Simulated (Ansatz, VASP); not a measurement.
# MgO: VASP beside Ansatz

```
Mg O
1.0
     0.00000    2.13515    2.13515
     2.13515    0.00000    2.13515
     2.13515    2.13515    0.00000
Mg O
1 1
Direct
  0.00000 0.00000 0.00000
  0.50000 0.45316 0.50000
```

Alike in both runs: task single point; functional r2SCAN; k mesh 10 × 10 × 10; occupations gaussian, width 0.05 eV; no spin polarisation.

|  | VASP | Ansatz |
| --- | --- | --- |
| version | VASP 6.6.1 | Ansatz 0.2.0 |
| potentials or method | VASP PAW PBE potentials, release 64 (Mg, O), cutoff 520 eV | scalar-relativistic, plane waves, PAW |
| valence electrons in the cell | 8 | 16 |

```tsv
	VASP	Ansatz	Ansatz less VASP
gap on the k mesh at the Fermi level (eV)	5.19	5.21	+0.025
least direct gap on the mesh (eV)	5.19	5.21	+0.025
pressure (GPa)	-6.4	-5.4	+1.07
traceless stress, the component that is largest in VASP (GPa)	-2.07	-2.03	+0.038
rms of the force components (eV/Å)	0.378	0.377	-0.0014
```

VASP's potentials were made for PBE, not for r2SCAN. Atom by atom the forces differ by 0.001 eV/Å (rms over components). VASP's potentials hold 8 valence electrons a cell and Ansatz's 16, so a difference there can come from the potentials and not from the codes.
